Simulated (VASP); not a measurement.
Set up this calculation in VASP 6.6.1, as the native input.

| Quantity | Value |
| --- | --- |
| Task | single point |
| Functional | PBEsol |
| Potentials or basis | VASP PAW PBE potentials, release 64 (Se) |
| Cutoff | 520 eV |
| k mesh | 24 × 24 × 24 |
| Occupations | gaussian, width 0.1 eV |
| Spin | no spin polarisation |
| Dipole correction | no |
| Further INCAR settings | ALGO = Normal; EDIFF = 1e-07; NBANDS = 9 |

The structure of Se lies in POSCAR:

```
Se
1.0
   -1.4133917045      1.4133917045      1.4133917045
    1.4133917045     -1.4133917045      1.4133917045
    1.4133917045      1.4133917045     -1.4133917045
Se
1
Direct
    0.0000000000      0.0000000000      0.0000000000
```

The input as run:

INCAR

```
SYSTEM = Se
  PREC = Accurate
  ENCUT = 520
  EDIFF = 1E-7
  ISMEAR = 0
  SIGMA = 0.1
  LREAL = .FALSE.
  LASPH = .TRUE.
  NELM = 100
  ALGO = Normal
  ISIF = 2
  LWAVE = .FALSE.
  LCHARG = .TRUE.
  GGA = PS
  LELF = .TRUE.
  LVHAR = .TRUE.
  NBANDS = 9
```

KPOINTS

```
Automatic mesh
0
G
  24 24 24
  0 0 0
```

Potentials or basis: VASP PAW PBE potentials, release 64 (Se).

Run with:

```console
$ cat potpaw_PBE.64/Se/POTCAR > POTCAR
$ mpirun -np 1 vasp_std > vasp.out
```

It gave:

```json
{
 "Pressure": "150.6 GPa",
 "Band gap on the k mesh": "zero (band 3 reaches 22.22 eV, above the bottom of band 4 at 6.59 eV)"
}
```

Caveat: the PAW data sets were made with another functional, which shifts forces and pressure a little.

Run time: 29 s on 1 thread of Intel(R) Xeon(R) Platinum 8488C (Sapphire Rapids), on a shared host, peak memory 0.15 GiB.
